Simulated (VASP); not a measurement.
# Pb (C2/m) in VASP: settings compared, part 2 of 2

VASP 6.6.1. The steps go on from the part before.

### 3 Single point, LDA (32.42 Å³/atom)

This run uses another cell than the first one, of 32.42 Å³/atom.

File INCAR:

```
SYSTEM = Pb
ALGO = Fast
EDIFF = 1E-6
ENCUT = 520
GGA = CA
ISIF = 2
ISMEAR = -1
LASPH = .TRUE.
LCHARG = .TRUE.
LELF = .TRUE.
LREAL = .FALSE.
LVHAR = .TRUE.
LWAVE = .FALSE.
NBANDS = 21
NELM = 60
PREC = Accurate
SIGMA = 0.05
```

File KPOINTS:

```
k-points
0
G
  9 9 5
  0 0 0
```

File POSCAR:

```
Pb
1.0
    3.0386068135     -1.7503199600      0.0000000000
    3.0386068135      1.7503199600      0.0000000000
   -2.1154626375      0.0000000000      6.0952248674
Pb
2
Direct
    0.9085084100      0.9085084100      0.7262922000
    0.0914915900      0.0914915900      0.2737078000
```

Potentials or basis: VASP PAW LDA potentials, release 64 (Pb_d).

The run is started by

```bash
$ cat potpaw_LDA.64/Pb_d/POTCAR > POTCAR
$ mpirun -np 1 vasp_std > vasp.out
```

OUTCAR:

```text
SYSTEM = Pb
   EDIFF = 1E-6
   ENCUT = 520
   GGA = CA
   ISIF = 2
   ISMEAR = -1
   LASPH = .TRUE.
   LREAL = .FALSE.
   NELM = 60
   PREC = Accurate

 ion  position               nearest neighbor table
   1  0.909  0.909  0.726-   2 3.34   2 3.41   2 3.41   2 3.45
   2  0.091  0.091  0.274-   1 3.34   1 3.41   1 3.41   1 3.45

  LATTYP: Found a base centered monoclinic cell.
 ALAT       =     6.0772136270
 B/A-ratio  =     0.5760271293
 C/A-ratio  =     1.0616534713
 COS(beta)  =    -0.3278823751

  Lattice vectors:

 A1 = (   3.0386068135,  -1.7503199600,   0.0000000000)
 A2 = (   3.0386068135,   1.7503199600,   0.0000000000)
 A3 = (  -2.1154626375,   0.0000000000,   6.0952248674)

Analysis of symmetry for initial positions (statically):
=====================================================================
 Subroutine PRICEL returns:
 Original cell was already a primitive cell.

 Routine SETGRP: Setting up the symmetry group for a
 base centered monoclinic supercell.

 Subroutine GETGRP returns: Found  4 space group operations
 (whereof  4 operations were pure point group operations)
 out of a pool of  4 trial point group operations.

The static configuration has the point symmetry C_2h.

Analysis of symmetry for dynamics (positions and initial velocities):
=====================================================================
 Subroutine PRICEL returns:
 Original cell was already a primitive cell.

 Routine SETGRP: Setting up the symmetry group for a
 base centered monoclinic supercell.

 Subroutine GETGRP returns: Found  4 space group operations
 (whereof  4 operations were pure point group operations)
 out of a pool of  4 trial point group operations.

The dynamic configuration has the point symmetry C_2h.

 Subroutine INISYM returns: Found  4 space group operations
 (whereof  4 operations are pure point group operations),
[... 110 lines left out ...]
   EFERMI =   0.00;   METHOD = LEGACY
   ISMEAR =    -1;   SIGMA  =   0.05  broadening in eV -4-tet -1-fermi 0-gaus
   EFERMI_NEDOS =   21; number of points for ismear=-14 and -15
   IALGO  =     68    algorithm
   IMIX   =      4    mixing-type and parameters
     AMIX     =   0.40;   BMIX     =  1.00
     AMIX_MAG =   1.60;   BMIX_MAG =  1.00
  volume/ion in A,a.u.               =      32.42       218.77
  Fermi-wavevector in a.u.,A,eV,Ry     =   1.237438  2.338420 20.833975  1.531254
  Thomas-Fermi vector in A             =   2.372006
   LORBIT       =      0    0 simple, 1 ext, 2 COOP (PROOUT), +10 PAW based schemes
   GGA     = CA    functional components
   LHFCALC =     F    Hartree Fock is set to
   AEXX    =    0.0000 exact exchange contribution
   IVDW    =     0    specifies the selected vdW correction
   LEPSILON=     F    determine dielectric tensor
   LRPA    =     F    only Hartree local field effects (RPA)
 non-spin polarized calculation
 RMM-DIIS sequential band-by-band and
  energy-cutoff  :      520.00
  volume of cell :       64.84
 maximum number of plane-waves:      1772
 NGX is ok and might be reduce to    28
   NGX = 13   NGY = 13   NGZ = 23

 number of electron      27.9999996 magnetization

 Free energy of the ion-electron system (eV)
  ---------------------------------------------------
  ext. energy  EPLUGINS =         0.00000000
  ---------------------------------------------------
  free energy    TOTEN  =        -8.34532997 eV

  energy without entropy =       -8.33713616  energy(sigma->0) =       -8.34123306

 E-fermi :   6.2016     XC(G=0): -10.0937

 val. band max:        6.1941656543   @ k =   0.3333   0.2222  -0.0000
 cond. band min:       6.2434894150   @ k =  -0.3333  -0.4444   0.4000
 fundamental gap:      0.0493237607
 Fermi energy:         6.2015503302

 k-point     1 :       0.0000    0.0000    0.0000
  band No.  band energies     occupation
      1     -10.8326      2.00000
      2     -10.7128      2.00000
      3     -10.7124      2.00000
      4     -10.7100      2.00000
      5     -10.7086      2.00000
      6     -10.6938      2.00000
[... 565 lines left out ...]
     20      13.4534      0.00000
     21      15.1133      0.00000

 [... further k-points ...]

------------------------ aborting loop because EDIFF is reached ----------------------------------------

  FORCE on cell =-STRESS in cart. coord.  units (eV):
  Direction    XX          YY          ZZ          XY          YZ          ZX
  --------------------------------------------------------------------------------------
  -------------------------------------------------------------------------------------
  Total       -1.2537057     -1.2596154     -1.3129227      0.0000000      0.0000000     -0.0010491
  in kB      -30.9809339    -31.1269720    -32.4442737      0.0000000      0.0000000     -0.0259257
  external PRESSURE =     -31.5173932 kB  Pullay stress =       0.0000000 kB

 VOLUME and BASIS-vectors are now :
 -----------------------------------------------------------------------------
  energy-cutoff  :      520.00
  volume of cell :       64.84
      direct lattice vectors                 reciprocal lattice vectors
     3.038606813 -1.750319960  0.000000000     0.164549095 -0.285662057  0.057109864
     3.038606813  1.750319960  0.000000000     0.164549095  0.285662057  0.057109864
    -2.115462637  0.000000000  6.095224867     0.000000000  0.000000000  0.164062856

 POSITION                                       TOTAL-FORCE (eV/Angst)
 -----------------------------------------------------------------------------------
      3.98476      0.00000      4.42691         0.024509      0.000000     -0.169950
     -0.02300      0.00000      1.66831        -0.024509      0.000000      0.169950
 -----------------------------------------------------------------------------------
    total drift:                                0.000000      0.000000     -0.000000

  FREE ENERGIE OF THE ION-ELECTRON SYSTEM (eV)
  ---------------------------------------------------
  free  energy   TOTEN  =        -8.3453299651 eV

  energy  without entropy=       -8.3371361636  energy(sigma->0) =       -8.34123306
```

It took 62 s on 1 thread of Intel Xeon 6975P-C (Granite Rapids), shared host; peak memory 0.24 GiB.

Results:

* Free energy: -8.3453 eV
* Pressure: -3.2 GPa
* Largest force: 0.172 eV/Å
* Band gap on the k mesh: zero (bands 14 and 15 overlap by 7.55 eV)

Forces on the atoms (eV/Å):
```
Pb   0.025  0.000 -0.170
Pb  -0.025  0.000  0.170
```

Stress tensor (GPa, compression positive):
```
-3.10  0.00  0.00
 0.00 -3.11  0.00
 0.00  0.00 -3.24
```

Levels at points of the mesh, in eV from the Fermi level:
| k point | band 11 | band 12 | band 13 | band 14 | band 15 | band 16 | band 17 | band 18 |
| --- | --- | --- | --- | --- | --- | --- | --- | --- |
| (0.00, 0.00, 0.00) | -11.45 | -8.38 | -3.95 | 6.20 | 6.39 | 6.44 | 6.49 | 6.61 |

Caveat: the cell stands under tension; spin-orbit coupling is left out, which moves the levels of the heavy elements.

### 4 Single point, LDA (33.71 Å³/atom)

This run uses another cell than the first one, of 33.71 Å³/atom.

File INCAR:

```
SYSTEM = Pb
PREC = Accurate
ENCUT = 520
EDIFF = 1E-6
ISMEAR = -1
SIGMA = 0.05
LREAL = .FALSE.
LASPH = .TRUE.
NELM = 60
ALGO = Fast
ISIF = 2
LWAVE = .FALSE.
LCHARG = .TRUE.
LELF = .TRUE.
LVHAR = .TRUE.
NBANDS = 21
```

File KPOINTS:

```
regular mesh
0
G
  9 9 5
  0 0 0
```

File POSCAR:

```
Pb
1.0
    3.0785930676     -1.7733531272      0.0000000000
    3.0785930676      1.7733531272      0.0000000000
   -2.1433008646      0.0000000000      6.1754343928
Pb
2
Direct
    0.9085084100      0.9085084100      0.7262922000
    0.0914915900      0.0914915900      0.2737078000
```

The run is started by

```bash
$ cat potpaw_LDA.64/Pb_d/POTCAR > POTCAR
$ mpirun -np 1 vasp_std > vasp.out
```

It took 64 s on 1 thread of Intel Xeon 6975P-C (Granite Rapids), shared host; peak memory 0.25 GiB.

The run converged. Its results:

| Item | Value |
| --- | --- |
| Free energy | -8.2853 eV |
| Pressure | -4.4 GPa |
| Largest force | 0.232 eV/Å |
| Band gap on the k mesh | zero (bands 14 and 15 overlap by 7.25 eV) |

Forces on the atoms (eV/Å):
```
Pb   0.023  0.000 -0.231
Pb  -0.023  0.000  0.231
```

Stress tensor (GPa, compression positive):
```
-4.28  0.00 -0.01
 0.00 -4.32  0.00
-0.01  0.00 -4.49
```

Levels at points of the mesh, in eV from the Fermi level:
| k point | band 12 | band 13 | band 14 | band 15 | band 16 | band 17 |
| --- | --- | --- | --- | --- | --- | --- |
| (0.00, 0.00, 0.00) | -8.32 | -3.76 | 5.96 | 6.12 | 6.17 | 6.23 |

Caveat: the cell stands under tension; spin-orbit coupling is left out, which moves the levels of the heavy elements.

### 5 Single point, LDA (34.36 Å³/atom)

This run uses another cell than the first one, of 34.36 Å³/atom.

File INCAR:

```
PREC = Accurate ; ENCUT = 520
EDIFF = 1E-7 ; ISMEAR = -1
SIGMA = 0.05 ; LREAL = F
LASPH = T ; NELM = 80
ALGO = Fast ; ISIF = 2
LWAVE = F ; LCHARG = F
GGA = CA ; NBANDS = 21
```

File KPOINTS:

```
Automatic mesh
0
Gamma
  9 9 5
```

File POSCAR:

```
Pb
1.0
    3.0982024693     -1.7846486746      0.0000000000
    3.0982024693      1.7846486746      0.0000000000
   -2.1569528306      0.0000000000      6.2147694303
Pb
2
Direct
    0.9085084100      0.9085084100      0.7262922000
    0.0914915900      0.0914915900      0.2737078000
```

The run is started by

```bash
$ cat potpaw_LDA.64/Pb_d/POTCAR > POTCAR
$ mpirun -np 1 vasp_std > vasp.out
```

Run time: 71 s. Hardware: 1 thread of Intel Xeon 6975P-C (Granite Rapids), shared host; peak memory 0.25 GiB.

Results (log left out):

```
Free energy            : -8.2485 eV
Pressure               : -4.9 GPa
Largest force          : 0.258 eV/Å
Band gap on the k mesh : zero (bands 14 and 15 overlap by 7.11 eV)
```

Forces in eV/Å, atoms in the order of the input:
```
Pb   0.022  0.000 -0.257
Pb  -0.022  0.000  0.257
```

Stress tensor (GPa, compression positive):
```
-4.79  0.00 -0.01
 0.00 -4.82  0.00
-0.01  0.00 -5.01
```

Levels at points of the mesh, in eV from the Fermi level:
```csv
k point,band 12,band 13,band 14,band 15,band 16,band 17
"(0.00, 0.00, 0.00)",-8.30,-3.68,5.84,5.99,6.04,6.10
```

Caveat: the cell stands under tension; spin-orbit coupling is left out, which moves the levels of the heavy elements.

### 6 Single point, PBE0

This run uses another cell than the first one, of 30.47 Å³/atom.

File POSCAR:

```
Pb
1.0
    2.9765770244     -1.7145891186      0.0000000000
    2.9765770244      1.7145891186      0.0000000000
   -2.0722778132      0.0000000000      5.9707976096
Pb
2
Direct
    0.9085084100      0.9085084100      0.7262922000
    0.0914915900      0.0914915900      0.2737078000
```

File INCAR.step1:

```
SYSTEM = Pb
ALGO = Normal ; EDIFF = 1E-5
ENCUT = 520 ; GGA = PE
ISIF = 2 ; ISMEAR = -1
LASPH = .TRUE. ; LCHARG = .FALSE.
LREAL = .FALSE. ; LWAVE = .TRUE.
NBANDS = 21 ; NELM = 100
PREC = Accurate ; SIGMA = 0.05
```

File INCAR.step2:

```
SYSTEM = Pb
AEXX = 0.25 ; ALGO = Normal
EDIFF = 1E-6 ; ENCUT = 520
GGA = PE ; ISIF = 2
ISMEAR = -1 ; ISTART = 1
LASPH = .TRUE. ; LCHARG = .FALSE.
LHFCALC = .TRUE. ; LREAL = .FALSE.
LWAVE = .FALSE. ; NBANDS = 21
NELM = 100 ; PREC = Accurate
PRECFOCK = Normal ; SIGMA = 0.05
```

File KPOINTS:

```
k-points
0
G
  4 4 2
  0 0 0
```

Potentials or basis: VASP PAW PBE potentials, release 64 (Pb_d).

The run is started by

```bash
$ cat potpaw_PBE.64/Pb_d/POTCAR > POTCAR
$ cp INCAR.step1 INCAR
$ mpirun -np 1 vasp_std > vasp.out
$ cp INCAR.step2 INCAR
$ mpirun -np 1 vasp_std > vasp.out
```

OUTCAR:

```text
SYSTEM = Pb
   AEXX = 0.25
   EDIFF = 1E-6
   ENCUT = 520
   GGA = PE
   ISIF = 2
   ISMEAR = -1
   ISTART = 1
   LASPH = .TRUE.
   LHFCALC = .TRUE.
   LREAL = .FALSE.
   NELM = 100
   PREC = Accurate
   PRECFOCK = Normal

 ion  position               nearest neighbor table
   1  0.909  0.909  0.726-   2 3.27   2 3.34   2 3.34   2 3.38
   2  0.091  0.091  0.274-   1 3.27   1 3.34   1 3.34   1 3.38

  LATTYP: Found a base centered monoclinic cell.
 ALAT       =     5.9531540488
 B/A-ratio  =     0.5760271293
 C/A-ratio  =     1.0616534713
 COS(beta)  =    -0.3278823751

  Lattice vectors:

 A1 = (   2.9765770244,  -1.7145891186,   0.0000000000)
 A2 = (   2.9765770244,   1.7145891186,   0.0000000000)
 A3 = (  -2.0722778132,   0.0000000000,   5.9707976096)

Analysis of symmetry for initial positions (statically):
=====================================================================
 Subroutine PRICEL returns:
 Original cell was already a primitive cell.

 Routine SETGRP: Setting up the symmetry group for a
 base centered monoclinic supercell.

 Subroutine GETGRP returns: Found  4 space group operations
 (whereof  4 operations were pure point group operations)
 out of a pool of  4 trial point group operations.

The static configuration has the point symmetry C_2h.

Analysis of symmetry for dynamics (positions and initial velocities):
=====================================================================
 Subroutine PRICEL returns:
 Original cell was already a primitive cell.

 Routine SETGRP: Setting up the symmetry group for a
 base centered monoclinic supercell.

 Subroutine GETGRP returns: Found  4 space group operations
 (whereof  4 operations were pure point group operations)
 out of a pool of  4 trial point group operations.

The dynamic configuration has the point symmetry C_2h.

[... 109 lines left out ...]
  Fermi-wavevector in a.u.,A,eV,Ry     =   1.263226  2.387151 21.711354  1.595739
  Thomas-Fermi vector in A             =   2.396594
   LORBIT       =      0    0 simple, 1 ext, 2 COOP (PROOUT), +10 PAW based schemes
   GGA     = PE    functional components
   LHFCALC =     T    Hartree Fock is set to
   PRECFOCK=normal    Normal, Fast or Accurate (Low or Medium for compatibility)
   ENCUT4O =  -1.0   cutoff for four orbital integrals eV
   NKREDX  =     1    reduce k-point grid by
   NKREDY  =     1    reduce k-point grid by
   NKREDZ  =     1    reduce k-point grid by
   AEXX    =    0.2500 exact exchange contribution
   HFSCREEN=    0.0000 screening length (either q_TF or 0.3 A-1)
   HFSCREENC=   0.0000 screening length for correlation (either q_TF or 0.3 A-1)
   ENCUTFOCK=  -1.0 apply spherical cutoff to Coloumb kernel
   IVDW    =     0    specifies the selected vdW correction
   LEPSILON=     F    determine dielectric tensor
   LRPA    =     F    only Hartree local field effects (RPA)
 non-spin polarized calculation
  energy-cutoff  :      520.00
  volume of cell :       60.95
 maximum number of plane-waves:      1657
 NGX is ok and might be reduce to    28
  NGX = 20; NGY = 20; NGZ = 36

 number of electron      28.0000003 magnetization

 Free energy of the ion-electron system (eV)
  ---------------------------------------------------
  ext. energy  EPLUGINS =         0.00000000
  ---------------------------------------------------
  free energy    TOTEN  =        -8.86837551 eV

  energy without entropy =       -8.86396946  energy(sigma->0) =       -8.86617249

 E-fermi :   7.3907     XC(G=0):  -7.9958

 val. band max:        6.8313803721   @ k =   0.5000   0.5000   0.5000
 cond. band min:       7.3910086390   @ k =  -0.2500   0.2500   0.5000
 fundamental gap:      0.5596282669
 Fermi energy:         7.3907420727

 k-point     1 :       0.0000    0.0000    0.0000
  band No.  band energies     occupation
      1     -12.4191      2.00000
      2     -12.3147      2.00000
      3     -12.3094      2.00000
      4     -12.3088      2.00000
      5     -12.3028      2.00000
      6     -12.2681      2.00000
[... 325 lines left out ...]
     20      15.5476      0.00000
     21      17.0293      0.00000

------------------------ aborting loop because EDIFF is reached ----------------------------------------

  FORCE on cell =-STRESS in cart. coord.  units (eV):
  Direction    XX          YY          ZZ          XY          YZ          ZX
  --------------------------------------------------------------------------------------
  -------------------------------------------------------------------------------------
  Total        2.2511694      0.5684594     -0.1084227      0.0000000      0.0000000     -0.8204760
  in kB       59.1805815     14.9441241     -2.8503058      0.0000000      0.0000000    -21.5693442
  external PRESSURE =      23.7581333 kB  Pullay stress =       0.0000000 kB

 VOLUME and BASIS-vectors are now :
 -----------------------------------------------------------------------------
  energy-cutoff  :      520.00
  volume of cell :       60.95
      direct lattice vectors                 reciprocal lattice vectors
     2.976577024 -1.714589119  0.000000000     0.167978183 -0.291615055  0.058299993
     2.976577024  1.714589119  0.000000000     0.167978183  0.291615055  0.058299993
    -2.072277813  0.000000000  5.970797610     0.000000000  0.000000000  0.167481812

 POSITION                                       TOTAL-FORCE (eV/Angst)
 -----------------------------------------------------------------------------------
      3.90341      0.00000      4.33654        -0.017194      0.000000     -0.227048
     -0.02254      0.00000      1.63425         0.017194      0.000000      0.227048
 -----------------------------------------------------------------------------------
    total drift:                               -0.000000     -0.000002     -0.000000

  FREE ENERGIE OF THE ION-ELECTRON SYSTEM (eV)
  ---------------------------------------------------
  free  energy   TOTEN  =        -8.8683755149 eV

  energy  without entropy=       -8.8639694570  energy(sigma->0) =       -8.86617249
```

OSZICAR.step1:

```text
N       E                     dE             d eps       ncg     rms          rms(c)
DAV:   1     0.295703678493E+03    0.29570E+03   -0.14231E+04   588   0.162E+03
DAV:   2     0.147612511491E+02   -0.28094E+03   -0.27456E+03   593   0.407E+02
DAV:   3    -0.607861231532E+01   -0.20840E+02   -0.20650E+02   719   0.137E+02
DAV:   4    -0.672874372835E+01   -0.65013E+00   -0.64982E+00   725   0.276E+01
DAV:   5    -0.675699644551E+01   -0.28253E-01   -0.28252E-01   774   0.519E+00    0.909E-01
DAV:   6    -0.672429474171E+01    0.32702E-01   -0.52916E-02   802   0.270E+00    0.468E-01
DAV:   7    -0.671723058901E+01    0.70642E-02   -0.22546E-02   744   0.175E+00    0.161E-01
DAV:   8    -0.671696080990E+01    0.26978E-03   -0.17907E-03   751   0.421E-01    0.288E-02
DAV:   9    -0.671697497018E+01   -0.14160E-04   -0.15914E-04   717   0.106E-01    0.129E-02
DAV:  10    -0.671697508885E+01   -0.11866E-06   -0.24255E-05   541   0.636E-02
   1 F= -.67169751E+01 E0= -.67098389E+01  d E =-.142724E-01
```

Run time: 31 min. Hardware: 1 thread of Intel Xeon 8259CL, shared host; peak memory 0.2 GiB.

Results:

* Free energy: -8.8684 eV
* Pressure: 2.4 GPa
* Largest force: 0.228 eV/Å
* Band gap on the k mesh: zero (bands 14 and 15 overlap by 9.16 eV)

Forces on the atoms (eV/Å):
```
Pb  -0.017  0.000 -0.227
Pb   0.017  0.000  0.227
```

Caveat: the k points lie up to 0.54 Å⁻¹ apart, too coarse for converged energies and pressures of a metal; the PAW data sets were made with another functional, which shifts forces and pressure a little; spin-orbit coupling is left out, which moves the levels of the heavy elements.

### 7 The runs side by side

| level | potentials or basis | cell | k mesh | grid for exact exchange (PRECFOCK) | share of exact exchange | gap on the mesh (eV) | pressure (GPa) | largest force (eV/Å) |
| --- | --- | --- | --- | --- | --- | --- | --- | --- |
| LDA | VASP PAW LDA potentials, release 64 (Pb_d) | a = 3.483, b = 3.483, c = 6.409 Å, angles 106.5, 106.5, 59.9°, 2 atoms | 9 × 9 × 5 | - | - | none | -2.4 | 0.14 |
| LDA | VASP PAW LDA potentials, release 64 (Pb_d) | a = 3.507, b = 3.507, c = 6.452 Å, angles 106.5, 106.5, 59.9°, 2 atoms | 9 × 9 × 5 | - | - | none | -3.2 | 0.17 |
| LDA | VASP PAW LDA potentials, release 64 (Pb_d) | a = 3.553, b = 3.553, c = 6.537 Å, angles 106.5, 106.5, 59.9°, 2 atoms | 9 × 9 × 5 | - | - | none | -4.4 | 0.23 |
| LDA | VASP PAW LDA potentials, release 64 (Pb_d) | a = 3.575, b = 3.575, c = 6.578 Å, angles 106.5, 106.5, 59.9°, 2 atoms | 9 × 9 × 5 | - | - | none | -4.9 | 0.26 |
| PBE0 | VASP PAW PBE potentials, release 64 (Pb_d) | a = 3.435, b = 3.435, c = 6.320 Å, angles 106.5, 106.5, 59.9°, 2 atoms | 4 × 4 × 2 | Normal | 0.25 | none | 2.4 | 0.23 |

Alike in all rows: task single point; no spin polarisation; cutoff (eV) 520; smearing fermi-dirac 0.05 eV.

Caveats: some runs use coarse meshes; spin-orbit coupling is left out, which moves the levels of the heavy elements; the cell stands under tension (at least some runs); the PAW data sets were made with another functional, which shifts forces and pressure a little (at least some runs).

Total energies depend on the potentials used, so only differences within one code and one set of settings carry meaning.
